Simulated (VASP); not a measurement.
# Ir in VASP: relaxation of the atoms with PBE

Aim: the relaxation of the atoms of Ir with PBE.

Program: VASP 6.6.1. These are calculated values, not measurements. Logs are shortened: lines on timing, memory, paths and dates and some standing lists are left out, and cuts for length are marked.

## Step 1: The cell of the first run

The cell holds a slab with vacuum, 3 atoms: a = 2.737 Å, b = 2.737 Å, c = 18.469 Å, α = 90.00°, β = 90.00°, γ = 120.00°.

## Step 2: Relaxation of the atoms, PBE

Contents of INCAR:

```
PREC = Accurate
ENCUT = 520
EDIFF = 1E-7
ISMEAR = 0
SIGMA = 0.1
LREAL = False
LASPH = True
NELM = 60
ALGO = Normal
ISIF = 2
LWAVE = False
LCHARG = False
LDIPOL = True
IDIPOL = 3
DIPOL = 0.5 0.5 0.500
GGA = PE
IBRION = 2
NSW = 70
EDIFFG = -0.03
```

Contents of KPOINTS:

```
Automatic mesh
0
Gamma
  12 12 1
```

Contents of POSCAR:

```
Ir
1.0
    2.7367600872      0.0000000000      0.0000000000
   -1.3683800436      2.3701037596      0.0000000000
    0.0000000000      0.0000000000     18.4691105080
Ir
3
Selective dynamics
Direct
    0.6666666667      0.3333333333      0.3790112143  F F F
    0.3333333333      0.6666666667      0.5000000000  T T T
    0.0000000000      0.0000000000      0.6209887857  T T T
```

Potentials or basis: VASP PAW PBE potentials, release 64 (Ir).

Started as:

```
$ cat potpaw_PBE.64/Ir/POTCAR > POTCAR
$ mpirun -np 1 vasp_std > vasp.out
```

OUTCAR:

```text
PREC = Accurate
   ENCUT = 520
   EDIFF = 1E-7
   ISMEAR = 0
   LREAL = False
   LASPH = True
   NELM = 60
   ISIF = 2
   GGA = PE
   IBRION = 2
   NSW = 70
   EDIFFG = -0.03

 ion  position               nearest neighbor table
   1  0.667  0.333  0.379-   2 2.74   2 2.74   2 2.74
   2  0.333  0.667  0.500-   3 2.74   1 2.74   1 2.74   3 2.74   3 2.74   1 2.74
   3  0.000  0.000  0.621-   2 2.74   2 2.74   2 2.74

  LATTYP: Found a hexagonal cell.
 ALAT       =     2.7367600872
 C/A-ratio  =     6.7485310804

  Lattice vectors:

 A1 = (   2.7367600872,   0.0000000000,   0.0000000000)
 A2 = (  -1.3683800436,   2.3701037596,   0.0000000000)
 A3 = (   0.0000000000,   0.0000000000,  18.4691105080)

Analysis of symmetry for initial positions (statically):
=====================================================================
 Subroutine PRICEL returns:
 Original cell was already a primitive cell.

 Routine SETGRP: Setting up the symmetry group for a
 hexagonal supercell.

 Subroutine GETGRP returns: Found 12 space group operations
 (whereof  6 operations were pure point group operations)
 out of a pool of 24 trial point group operations.

The static configuration has the point symmetry C_3v.
 The point group associated with its full space group is D_3d.

Analysis of symmetry for dynamics (positions and initial velocities):
=====================================================================
 Subroutine PRICEL returns:
 Original cell was already a primitive cell.

 Routine SETGRP: Setting up the symmetry group for a
 hexagonal supercell.

 Subroutine GETGRP returns: Found 12 space group operations
 (whereof  6 operations were pure point group operations)
 out of a pool of 24 trial point group operations.

The dynamic configuration has the point symmetry C_3v.
 The point group associated with its full space group is D_3d.

Analysis of constrained symmetry for selective dynamics:
=====================================================================
 Subroutine PRICEL returns:
 Original cell was already a primitive cell.

 Routine SETGRP: Setting up the symmetry group for a
 hexagonal supercell.

 Subroutine GETGRP returns: Found  6 space group operations
 (whereof  6 operations were pure point group operations)
 out of a pool of 24 trial point group operations.

The constrained configuration has the point symmetry C_3v.

 Subroutine INISYM returns: Found  6 space group operations
 (whereof  6 operations are pure point group operations),
 and found     1 'primitive' translations

----------------------------------------------------------------------------------------

                                     Primitive cell

  volume of cell :     119.7981

  direct lattice vectors                    reciprocal lattice vectors
     2.736760087  0.000000000  0.000000000     0.365395566  0.210961228  0.000000000
    -1.368380044  2.370103760  0.000000000     0.000000000  0.421922456  0.000000000
     0.000000000  0.000000000 18.469110508     0.000000000  0.000000000  0.054144459

  length of vectors
     2.736760087  2.736760087 18.469110508     0.421922456  0.421922456  0.054144459

  position of ions in fractional coordinates (direct lattice)
     0.666666667  0.333333333  0.379011214
     0.333333333  0.666666667  0.500000000
     0.000000000  0.000000000  0.620988786

  ion indices of the primitive-cell ions
   primitive index   ion index
                 1           1
                 2           2
                 3           3

----------------------------------------------------------------------------------------

 KPOINTS: Automatic mesh

Automatic generation of k-mesh.
 Grid dimensions read from file:
 generate k-points for:   12   12    1

 Generating k-lattice:

  Cartesian coordinates                     Fractional coordinates (reciprocal lattice)
     0.030449630  0.017580102  0.000000000     0.083333333  0.000000000  0.000000000
     0.000000000  0.035160205  0.000000000     0.000000000  0.083333333  0.000000000
     0.000000000  0.000000000  0.054144459     0.000000000  0.000000000  1.000000000

  Length of vectors
     0.035160205  0.035160205  0.054144459

  Shift w.r.t. Gamma in fractional coordinates (k-lattice)
     0.000000000  0.000000000  0.000000000

 Subroutine IBZKPT returns following result:
 ===========================================

 Found     19 irreducible k-points:

 Following reciprocal coordinates:
            Coordinates               Weight
  0.000000  0.000000  0.000000      1.000000
  0.083333  0.000000  0.000000      6.000000
  0.166667  0.000000  0.000000      6.000000
  0.250000  0.000000  0.000000      6.000000
  0.333333  0.000000  0.000000      6.000000
  0.416667  0.000000  0.000000      6.000000
[... 11 lines left out ...]
  0.333333  0.250000  0.000000     12.000000
  0.333333  0.333333  0.000000      2.000000
   k-points           NKPTS =     19   k-points in BZ     NKDIM =     19   number of bands    NBANDS=     17
   number of dos      NEDOS =    301   number of ions     NIONS =      3
   total plane-waves  NPLWV =  56000
   dimension x,y,z NGX =    20 NGY =   20 NGZ =  140
   dimension x,y,z NGXF=    40 NGYF=   40 NGZF=  280
   ions per type =               3
   NGX,Y,Z   is equivalent  to a cutoff of  12.15, 12.15, 12.60 a.u.
   NGXF,Y,Z  is equivalent  to a cutoff of  24.30, 24.30, 25.20 a.u.
 SYSTEM =  unknown system
   PREC   = accura    normal or accurate (medium, high low for compatibility)
   ISTART =      0    job   : 0-new  1-cont  2-samecut
   ICHARG =      2    charge: 1-file 2-atom 10-const
   ISPIN  =      1    spin polarized calculation?
   LNONCOLLINEAR =      F non collinear calculations
   LSORBIT =      F    spin-orbit coupling
   LASPH  =      T    aspherical Exc in radial PAW
   ENCUT  =  520.0 eV  38.22 Ry    6.18 a.u.   5.09  5.09 34.34*2*pi/ulx,y,z
   NELM   =     60;   NELMIN=  2; NELMDL= -5     # of ELM steps
   EDIFF  = 0.1E-06   stopping-criterion for ELM
   LREAL  =      F    real-space projection
   EDIFFG = -.3E-01   stopping-criterion for IOM
   NSW    =     70    number of steps for IOM
   IBRION =      2    ionic relax: 0-MD 1-quasi-New 2-CG
   NFREE  =      1    steps in history (QN), initial steepest desc. (CG)
   ISIF   =      2    stress and relaxation
   ISYM   =      2    0-nonsym 1-usesym 2-fastsym
   POTIM  = 0.5000    time-step for ionic-motion
   TEBEG  =    0.0;   TEEND  =   0.0 temperature during run
   PSTRESS=    0.0 pullay stress
   NELECT =      27.0000    total number of electrons
   NUPDOWN=      -1.0000    fix difference up-down
   EMIN   =  10.00;   EMAX   =-10.00  energy-range for DOS
   EFERMI =   0.00;   METHOD = LEGACY
   ISMEAR =     0;   SIGMA  =   0.10  broadening in eV -4-tet -1-fermi 0-gaus
   EFERMI_NEDOS =   21; number of points for ismear=-14 and -15
   IALGO  =     38    algorithm
   IMIX   =      4    mixing-type and parameters
     AMIX     =   0.40;   BMIX     =  1.00
     AMIX_MAG =   1.60;   BMIX_MAG =  1.00
  volume/ion in A,a.u.               =      39.93       269.48
  Fermi-wavevector in a.u.,A,eV,Ry     =   0.996275  1.882687 13.504662  0.992565
  Thomas-Fermi vector in A             =   2.128353
   LORBIT       =      0    0 simple, 1 ext, 2 COOP (PROOUT), +10 PAW based schemes
   GGA     = PE    functional components
   LHFCALC =     F    Hartree Fock is set to
   AEXX    =    0.0000 exact exchange contribution
   IVDW    =     0    specifies the selected vdW correction
   LEPSILON=     F    determine dielectric tensor
   LRPA    =     F    only Hartree local field effects (RPA)
 conjugate gradient relaxation of ions
 non-spin polarized calculation
 Gauss-broadening in eV      SIGMA  =   0.10
  energy-cutoff  :      520.00
  volume of cell :      119.80
 maximum number of plane-waves:      3249
   NGX = 11   NGY = 11   NGZ = 69

--------------------------------------- Ionic step        1  -------------------------------------------

 number of electron      27.0000002 magnetization

 Free energy of the ion-electron system (eV)
  ---------------------------------------------------
  ext. energy  EPLUGINS =         0.00000000
  ---------------------------------------------------
  free energy    TOTEN  =       -24.64233940 eV

  energy without entropy =      -24.62011836  energy(sigma->0) =      -24.63122888

------------------------ aborting loop because EDIFF is reached ----------------------------------------

  FORCE on cell =-STRESS in cart. coord.  units (eV):
  Direction    XX          YY          ZZ          XY          YZ          ZX
  --------------------------------------------------------------------------------------
  -------------------------------------------------------------------------------------
  Total       -4.1133239     -4.1133239     -2.9410603      0.0000000      0.0000000      0.0000000
  in kB      -55.0114927    -55.0114927    -39.3336676      0.0000000      0.0000000      0.0000000
  external PRESSURE =     -49.7855510 kB  Pullay stress =       0.0000000 kB
[... 55 lines left out ...]
  FREE ENERGIE OF THE ION-ELECTRON SYSTEM (eV)
  ---------------------------------------------------
  free  energy   TOTEN  =       -24.6585964083 eV

  energy  without entropy=      -24.6368185479  energy(sigma->0) =      -24.64770748

 dipolmoment           0.000000      0.000000     -0.000126 electrons x Angstroem

--------------------------------------- Ionic step        3  -------------------------------------------

 number of electron      27.0000002 magnetization

------------------------ aborting loop because EDIFF is reached ----------------------------------------
[... 69 lines left out ...]
--------------------------------------- Ionic step        5  -------------------------------------------

 number of electron      27.0000002 magnetization

 dipolmoment           0.000000      0.000000      0.000000 electrons x Angstroem

 Free energy of the ion-electron system (eV)
  ---------------------------------------------------
  ext. energy  EPLUGINS =         0.00000000
  ---------------------------------------------------
  free energy    TOTEN  =       -24.68332324 eV

  energy without entropy =      -24.66316162  energy(sigma->0) =      -24.67324243

 E-fermi :   0.2019     XC(G=0):  -6.0253

 val. band max:        0.1575009174   @ k =   0.3333   0.0833   0.0000
 cond. band min:       0.2564404879   @ k =   0.3333   0.0000   0.0000
 fundamental gap:      0.0989395704
 Fermi energy:         0.2019355299

 k-point     1 :       0.0000    0.0000    0.0000
  band No.  band energies     occupation
      1      -9.8707      2.00000
      2      -7.7491      2.00000
      3      -7.4235      2.00000
      4      -3.5727      2.00000
      5      -3.5727      2.00000
      6      -3.4267      2.00000
[... 359 lines left out ...]
      6      -3.3897      2.00000
[... 9 lines left out ...]
     16       5.8829      0.00000
     17       6.0218      0.00000

------------------------ aborting loop because EDIFF is reached ----------------------------------------

 vacuum level on the upper side and lower side of the slab       (xc-potential included)        -0.079        -0.036

  FORCE on cell =-STRESS in cart. coord.  units (eV):
  Direction    XX          YY          ZZ          XY          YZ          ZX
  --------------------------------------------------------------------------------------
  -------------------------------------------------------------------------------------
  Total       -3.0561410     -3.0561410     -0.0836236     -0.0000000      0.0000000     -0.0000000
  in kB      -40.8727546    -40.8727546     -1.1183801     -0.0000000      0.0000000     -0.0000000
  external PRESSURE =     -27.6212964 kB  Pullay stress =       0.0000000 kB
[... 18 lines left out ...]
  FREE ENERGIE OF THE ION-ELECTRON SYSTEM (eV)
  ---------------------------------------------------
  free  energy   TOTEN  =       -24.6833232417 eV

  energy  without entropy=      -24.6631616203  energy(sigma->0) =      -24.67324243

 reached required accuracy - stopping structural energy minimisation

 vacuum level on the upper side and lower side of the slab         5.486         5.494
```

Wall time 2.2 min (1 thread of Intel Xeon 6975P-C (Granite Rapids), shared host); peak memory 0.24 GiB.

What came out:

```yaml
Free_energy: -24.6833 eV
Energy_gained_by_relaxing: 13.7 meV/atom
Ionic_steps: 5
Band_gap_on_the_k_mesh: zero (an odd number of electrons rules out a gap without spin polarisation)
```

The path:
| step | energy change (eV) | largest force on free atoms (eV/Å) | pressure (GPa) |
| --- | --- | --- | --- |
| 1 | 0.0000 | 0.6526 | -4.98 |
| 2 | -0.0163 | 0.3720 | -4.41 |
| 3 | -0.0231 | 0.5623 | -3.71 |
| 4 | -0.0349 | 0.3325 | -3.32 |
| 5 | -0.0410 | 0.0165 | -2.76 |

Final structure:
```cif
data_structure
_symmetry_space_group_name_H-M 'P 1'
_symmetry_Int_Tables_number 1
_cell_length_a 2.7368
_cell_length_b 2.7368
_cell_length_c 18.4691
_cell_angle_alpha 90.000
_cell_angle_beta 90.000
_cell_angle_gamma 120.000
_cell_volume 119.80
loop_
_atom_site_label
_atom_site_type_symbol
_atom_site_fract_x
_atom_site_fract_y
_atom_site_fract_z
_atom_site_occupancy
Ir1 Ir 0.66667 0.33333 0.37901 1
Ir2 Ir 0.33333 0.66667 0.49679 1
Ir3 Ir 0.00000 0.00000 0.61461 1
```

Caveat: spin-orbit coupling is left out, which moves the levels of the heavy elements.
